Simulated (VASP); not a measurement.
Runs of VASP 6.6.1 on BaTiO3. The structure is that of space group Pm-3m (No. 221), or close to it. The cells are those of the table. 

```csv
task,potentials or basis,cell,cutoff (eV),second run,gap on the mesh (eV),pressure (GPa),largest force (eV/Å)
relaxation of cell and atoms,"VASP PAW PBE potentials, release 64 (Ba_sv, Ti_sv, O)","relaxed to 5 GPa from a = 4.000, b = 4.000, c = 4.018 Å, 5 atoms",600,-,1.80,5.1,-
single point,"VASP PAW PBE potentials, release 64 (Ba_sv, Ti_sv, O_h)","a = 3.888, b = 3.888, c = 3.897 Å, 5 atoms",910,hard_potentials,(b),22.2,0.02
single point,"VASP PAW PBE potentials, release 64 (Ba_sv, Ti_sv, O)","a = 3.888, b = 3.888, c = 3.897 Å, 5 atoms",520,-,1.90,22.5,0.02
relaxation of cell and atoms,"VASP PAW PBE potentials, release 64 (Ba_sv, Ti_sv, O)","relaxed to 10 GPa from a = 4.000, b = 4.000, c = 4.018 Å, 5 atoms",600,-,(a),10.0,-
single point,"VASP PAW PBE potentials, release 64 (Ba_sv, Ti_sv, O_h)","a = 3.938, b = 3.938, c = 3.990 Å, 5 atoms",910,hard_potentials,1.85,11.4,(c)
```

Alike in all rows: level PBE; no spin polarisation; k mesh 4 × 4 × 4; smearing fermi-dirac 0.05 eV.

Question: Fill in the values left out.

Answer: (a) 1.83; (b) 1.91; (c) 0.03.

Caveats: spin-orbit coupling is left out, which moves the levels of the heavy elements; the cell is relaxed towards a set pressure, so the enthalpy falls and the energy may rise (some runs); the cutoff is under 1.25 times the usual one of these potentials, so pressure, stress and relaxed cells hold a basis-set (Pulay) error (some runs).

A k mesh can miss the band edges, and the runs leave out spin-orbit coupling on Ba.
